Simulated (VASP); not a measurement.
**InP: single point with PBEsol**

InP:

```
In P
1.0
     2.96867    2.96867    0.00000
    -2.96867    2.96867    0.00000
     0.00000    2.96867    2.90602
In P
1 1
Direct
  0.00000 0.00000 0.00000
  0.75000 0.25000 0.50000
```

This cell differs from its parent crystal: in-plane strain +0.01, then relaxed in part.

```json
{
  "Program": "VASP 6.6.1",
  "Task": "single point",
  "Functional": "PBEsol",
  "Potentials or basis": "VASP PAW PBE potentials, release 64 (In_d, P)",
  "Cutoff": "520 eV",
  "k mesh": "8 × 8 × 8",
  "Occupations": "gaussian, width 0.01 eV",
  "Spin": "no spin polarisation",
  "Dipole correction": "no",
  "Further INCAR settings": "ALGO = Normal; EDIFF = 1e-06; NBANDS = 16"
}
```

```
Pressure               : -0.6 GPa
Band gap on the k mesh : 0.45 eV, direct
```

Stress tensor (GPa, compression positive):
```
-0.89  0.00  0.00
 0.00 -0.89  0.00
 0.00  0.00 -0.02
```

Levels at points of the mesh, in eV from the valence-band top:
```tsv
k point	band 5	band 6	band 7	band 8	band 9	band 10	band 11	band 12	band 13	band 14
(0.00, 0.00, 0.00)	-14.03	-11.49	-0.10	-0.10	0.00	0.45	3.93	3.97	3.97	8.21
(0.50, 0.00, 0.00)	-14.02	-9.80	-5.77	-1.09	-0.96	1.29	4.60	4.75	6.85	9.16
(0.50, 0.50, 0.00)	-14.00	-9.18	-5.85	-2.32	-2.31	1.64	2.17	8.85	9.27	9.40
(0.00, 0.00, 0.50)	-14.00	-9.11	-5.72	-2.44	-2.44	1.52	1.98	9.05	9.34	9.34
```

Wall time 58 s on 1 thread of Intel Xeon 8259CL, on a shared host, peak memory 0.2 GiB.

Caveat: the cell differs from its parent crystal (in-plane strain +0.01, then relaxed in part); the PAW data sets were made with another functional, which shifts forces and pressure a little; spin-orbit coupling is left out, which moves the levels of the heavy elements.
